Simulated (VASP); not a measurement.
# P (R-3m) in VASP: further runs, part 2 of 2

VASP 6.6.1.

## (3) Single point, PBE (13.69 Å³/atom)

INCAR reads:

```
SYSTEM = P
PREC     = Accurate       ! precision mode
ENCUT    = 520            ! plane-wave cutoff, eV
EDIFF    = 1E-7           ! SCF threshold, eV
ISMEAR   = -1             ! smearing method
SIGMA    = 0.05           ! smearing width, eV
LREAL    = .FALSE.        ! projectors in reciprocal space
LASPH    = .TRUE.         ! aspherical terms in the spheres
NELM     = 60             ! most SCF steps
ALGO     = Normal         ! electronic algorithm
ISIF     = 2              ! what is computed and relaxed
LWAVE    = .FALSE.        ! write WAVECAR
LCHARG   = .FALSE.        ! write CHGCAR
GGA      = PE             ! functional
NBANDS   = 12             ! bands
```

KPOINTS reads:

```
Automatic mesh
0
G
  15 15 15
  0 0 0
```

POSCAR reads:

```
P
1.0
    1.6906238080     -0.9760821107      2.7649114501
    0.0000000000      1.9521642214      2.7649114501
   -1.6906238080     -0.9760821107      2.7649114501
P
2
Direct
    0.2419340517      0.2419340517      0.2419340517
   -0.2419340517     -0.2419340517     -0.2419340517
```

Potentials or basis: VASP PAW PBE potentials, release 64 (P).

Command:

```bash
> cat potpaw_PBE.64/P/POTCAR > POTCAR
> mpirun -np 1 vasp_std > vasp.out
```

OUTCAR:

```text
SYSTEM = P
   PREC = Accurate
   ENCUT = 520
   EDIFF = 1E-7
   ISMEAR = -1
   LREAL = .FALSE.
   LASPH = .TRUE.
   NELM = 60
   ISIF = 2
   GGA = PE

 ion  position               nearest neighbor table
   1  0.242  0.242  0.242-   2 2.32   2 2.32   2 2.32   2 2.47   2 2.47   2 2.47
   2  0.758  0.758  0.758-   1 2.32   1 2.32   1 2.32   1 2.47   1 2.47   1 2.47

  LATTYP: Found a trigonal (rhomboedric) cell.
 ALAT       =     3.3846241260
 COS(alpha) =     0.5009971050

  Lattice vectors:

 A1 = (   1.6906238080,  -0.9760821107,   2.7649114501)
 A2 = (   0.0000000000,   1.9521642214,   2.7649114501)
 A3 = (  -1.6906238080,  -0.9760821107,   2.7649114501)

Analysis of symmetry for initial positions (statically):
=====================================================================
 Subroutine PRICEL returns:
 Original cell was already a primitive cell.

 Routine SETGRP: Setting up the symmetry group for a
 trigonal (rhombohedral) supercell.

 Subroutine GETGRP returns: Found 12 space group operations
 (whereof 12 operations were pure point group operations)
 out of a pool of 12 trial point group operations.

The static configuration has the point symmetry D_3d.

Analysis of symmetry for dynamics (positions and initial velocities):
=====================================================================
 Subroutine PRICEL returns:
 Original cell was already a primitive cell.

 Routine SETGRP: Setting up the symmetry group for a
 trigonal (rhombohedral) supercell.

 Subroutine GETGRP returns: Found 12 space group operations
 (whereof 12 operations were pure point group operations)
 out of a pool of 12 trial point group operations.

The dynamic configuration has the point symmetry D_3d.

 Subroutine INISYM returns: Found 12 space group operations
 (whereof 12 operations are pure point group operations),
 and found     1 'primitive' translations

[... 121 lines left out ...]
   AEXX    =    0.0000 exact exchange contribution
   IVDW    =     0    specifies the selected vdW correction
   LEPSILON=     F    determine dielectric tensor
   LRPA    =     F    only Hartree local field effects (RPA)
 non-spin polarized calculation
  energy-cutoff  :      520.00
  volume of cell :       27.38
 maximum number of plane-waves:       751
 NGX is ok and might be reduce to    28
   NGX = 13   NGY = 13   NGZ = 13

 number of electron      10.0000000 magnetization

 Free energy of the ion-electron system (eV)
  ---------------------------------------------------
  ext. energy  EPLUGINS =         0.00000000
  ---------------------------------------------------
  free energy    TOTEN  =       -10.51202620 eV

  energy without entropy =      -10.50857354  energy(sigma->0) =      -10.51029987

 E-fermi :  10.7227     XC(G=0): -11.5452

 val. band max:       10.7208434387   @ k =  -0.4000   0.0667   0.0667
 cond. band min:      10.7268699750   @ k =  -0.4667   0.2000   0.1333
 fundamental gap:      0.0060265363
 Fermi energy:        10.7227475727

 k-point     1 :       0.0000    0.0000    0.0000
  band No.  band energies     occupation
      1      -6.6232      2.00000
      2       8.2239      2.00000
      3       8.2239      2.00000
      4       8.3614      2.00000
      5       9.6353      2.00000
      6      14.3590      0.00000
      7      14.7686      0.00000
      8      14.7686      0.00000
      9      16.1609      0.00000
     10      16.1609      0.00000
     11      16.6523      0.00000
     12      17.3673      0.00000
[... 331 lines left out ...]
 k-point    24 :       0.2000    0.1333    0.0000
  band No.  band energies     occupation
      1      -5.9092      2.00000
      2       5.1684      2.00000
      3       7.0841      2.00000
      4       7.3844      2.00000
      5      10.2697      1.99977
      6      13.1352      0.00000
      7      13.6311      0.00000
      8      15.5760      0.00000
      9      16.0937      0.00000
     10      17.4786      0.00000
     11      17.8138      0.00000
     12      19.0215      0.00000

 [... further k-points ...]

------------------------ aborting loop because EDIFF is reached ----------------------------------------

  FORCE on cell =-STRESS in cart. coord.  units (eV):
  Direction    XX          YY          ZZ          XY          YZ          ZX
  --------------------------------------------------------------------------------------
  -------------------------------------------------------------------------------------
  Total        1.6805006      1.6805006      1.6739370      0.0000000      0.0000000      0.0000000
  in kB       98.3520584     98.3520584     97.9679179      0.0000000      0.0000000      0.0000000
  external PRESSURE =      98.2240116 kB  Pullay stress =       0.0000000 kB

 VOLUME and BASIS-vectors are now :
 -----------------------------------------------------------------------------
  energy-cutoff  :      520.00
  volume of cell :       27.38
      direct lattice vectors                 reciprocal lattice vectors
     1.690623808 -0.976082111  2.764911450     0.295748822 -0.170750662  0.120558412
     0.000000000  1.952164221  2.764911450     0.000000000  0.341501324  0.120558412
    -1.690623808 -0.976082111  2.764911450    -0.295748822 -0.170750662  0.120558412

 POSITION                                       TOTAL-FORCE (eV/Angst)
 -----------------------------------------------------------------------------------
      0.00000      0.00000      2.00678         0.000000      0.000000     -0.029265
      0.00000      0.00000      6.28796         0.000000      0.000000      0.029265
 -----------------------------------------------------------------------------------
    total drift:                               -0.000000     -0.000000      0.000000

  FREE ENERGIE OF THE ION-ELECTRON SYSTEM (eV)
  ---------------------------------------------------
  free  energy   TOTEN  =       -10.5120261967 eV

  energy  without entropy=      -10.5085735400  energy(sigma->0) =      -10.51029987
```

stdout:

```text
POSCAR found type information on POSCAR P
 POSCAR found :  1 types and       2 ions
 scaLAPACK will be used
 LDA part: xc-table for (Slater+PW92), standard interpolation
 POSCAR, INCAR and KPOINTS ok, starting setup
 FFT: planning ... GRIDC
 FFT: planning ... GRID_SOFT
 FFT: planning ... GRID
 WAVECAR not read
 entering main loop
```

Run time: 2.3 min. Hardware: 1 thread of Intel Xeon 8259CL, shared host; peak memory 0.22 GiB.

What came out:

| Item | Value |
| --- | --- |
| Free energy | -10.5120 eV |
| Pressure | 9.8 GPa |
| Largest force | 0.029 eV/Å |
| Band gap on the k mesh | zero (bands 5 and 6 overlap by 2.01 eV) |

Forces in eV/Å, atoms in the order of the input:
```
P    0.000  0.000 -0.029
P    0.000  0.000  0.029
```

Caveat: the cell stands under pressure.

## (4) Single point, PBE

This run uses another cell than the first one, of 15.30 Å³/atom.

INCAR reads:

```
SYSTEM = P
ALGO = Normal
EDIFF = 1E-6
ENCUT = 520
GGA = PE
ISIF = 2
ISMEAR = -1
LASPH = .True.
LCHARG = .False.
LREAL = .False.
LWAVE = .False.
NBANDS = 12
NELM = 80
PREC = Accurate
SIGMA = 0.05
```

KPOINTS reads:

```
k-points
0
Gamma
  15 15 15
  0 0 0
```

POSCAR reads:

```
P
1.0
    1.7244751009     -0.9956261637      2.9700653937
    0.0000000000      1.9912523274      2.9700653937
   -1.7244751009     -0.9956261637      2.9700653937
P
2
Direct
    0.2321262421      0.2321262421      0.2321262421
   -0.2321262421     -0.2321262421     -0.2321262421
```

Potentials or basis: VASP PAW PBE potentials, release 64 (P).

Command:

```bash
> cat potpaw_PBE.64/P/POTCAR > POTCAR
> mpirun -np 1 vasp_std > vasp.out
```

OUTCAR:

```text
SYSTEM = P
   EDIFF = 1E-6
   ENCUT = 520
   GGA = PE
   ISIF = 2
   ISMEAR = -1
   LASPH = .True.
   LREAL = .False.
   NELM = 80
   PREC = Accurate

 ion  position               nearest neighbor table
   1  0.232  0.232  0.232-   2 2.31   2 2.31   2 2.31   2 2.69   2 2.69   2 2.69
   2  0.768  0.768  0.768-   1 2.31   1 2.31   1 2.31   1 2.69   1 2.69   1 2.69

  LATTYP: Found a trigonal (rhomboedric) cell.
 ALAT       =     3.5758040039
 COS(alpha) =     0.5348463435

  Lattice vectors:

 A1 = (   1.7244751009,  -0.9956261637,   2.9700653937)
 A2 = (   0.0000000000,   1.9912523274,   2.9700653937)
 A3 = (  -1.7244751009,  -0.9956261637,   2.9700653937)

Analysis of symmetry for initial positions (statically):
=====================================================================
 Subroutine PRICEL returns:
 Original cell was already a primitive cell.

 Routine SETGRP: Setting up the symmetry group for a
 trigonal (rhombohedral) supercell.

 Subroutine GETGRP returns: Found 12 space group operations
 (whereof 12 operations were pure point group operations)
 out of a pool of 12 trial point group operations.

[... 173 lines left out ...]
      4       6.7345      2.00000
      5       6.7559      2.00000
      6      11.5479      0.00000
      7      12.6781      0.00000
      8      12.6781      0.00000
      9      15.0362      0.00000
     10      15.0362      0.00000
     11      16.1538      0.00000
     12      16.3652      0.00000
[... 331 lines left out ...]
 k-point    24 :       0.2000    0.1333   -0.0000
  band No.  band energies     occupation
      1      -6.5562      2.00000
      2       3.4797      2.00000
      3       5.4874      2.00000
      4       5.8976      2.00000
      5       8.7573      2.00000
      6      10.9744      0.00000
      7      11.8526      0.00000
      8      13.5655      0.00000
      9      14.2329      0.00000
     10      15.6593      0.00000
     11      16.6297      0.00000
     12      17.9197      0.00000

 [... further k-points ...]

------------------------ aborting loop because EDIFF is reached ----------------------------------------

  FORCE on cell =-STRESS in cart. coord.  units (eV):
  Direction    XX          YY          ZZ          XY          YZ          ZX
  --------------------------------------------------------------------------------------
  -------------------------------------------------------------------------------------
  Total        0.4930569      0.4930569      0.5238194      0.0000000     -0.0000000      0.0000000
  in kB       25.8188656     25.8188656     27.4297411      0.0000000     -0.0000000      0.0000000
  external PRESSURE =      26.3558241 kB  Pullay stress =       0.0000000 kB

 VOLUME and BASIS-vectors are now :
 -----------------------------------------------------------------------------
  energy-cutoff  :      520.00
  volume of cell :       30.60
      direct lattice vectors                 reciprocal lattice vectors
     1.724475101 -0.995626164  2.970065394     0.289943299 -0.167398842  0.112230974
     0.000000000  1.991252327  2.970065394     0.000000000  0.334797684  0.112230974
    -1.724475101 -0.995626164  2.970065394    -0.289943299 -0.167398842  0.112230974

 POSITION                                       TOTAL-FORCE (eV/Angst)
 -----------------------------------------------------------------------------------
      0.00000      0.00000      2.06829         0.000000      0.000000     -0.046981
      0.00000      0.00000      6.84191         0.000000      0.000000      0.046981
 -----------------------------------------------------------------------------------
    total drift:                               -0.000000     -0.000000      0.000000

  FREE ENERGIE OF THE ION-ELECTRON SYSTEM (eV)
  ---------------------------------------------------
  free  energy   TOTEN  =       -10.6375096175 eV

  energy  without entropy=      -10.6345321989  energy(sigma->0) =      -10.63602091
```

stdout:

```text
POSCAR found type information on POSCAR P
 POSCAR found :  1 types and       2 ions
 scaLAPACK will be used
 LDA part: xc-table for (Slater+PW92), standard interpolation
 POSCAR, INCAR and KPOINTS ok, starting setup
 FFT: planning ... GRIDC
 FFT: planning ... GRID_SOFT
 FFT: planning ... GRID
 WAVECAR not read
 entering main loop
```

Run time: 2.4 min. Hardware: 1 thread of Intel Xeon 8259CL, shared host; peak memory 0.22 GiB.

What came out:

```yaml
Free_energy: -10.6375 eV
Pressure: 2.6 GPa
Largest_force: 0.047 eV/Å
Band_gap_on_the_k_mesh: zero (bands 5 and 6 overlap by 1.06 eV)
```

Forces on the atoms (eV/Å):
```
P    0.000  0.000 -0.047
P    0.000  0.000  0.047
```

Stress tensor (GPa, compression positive):
```
2.58 0.00 0.00
0.00 2.58 0.00
0.00 0.00 2.74
```
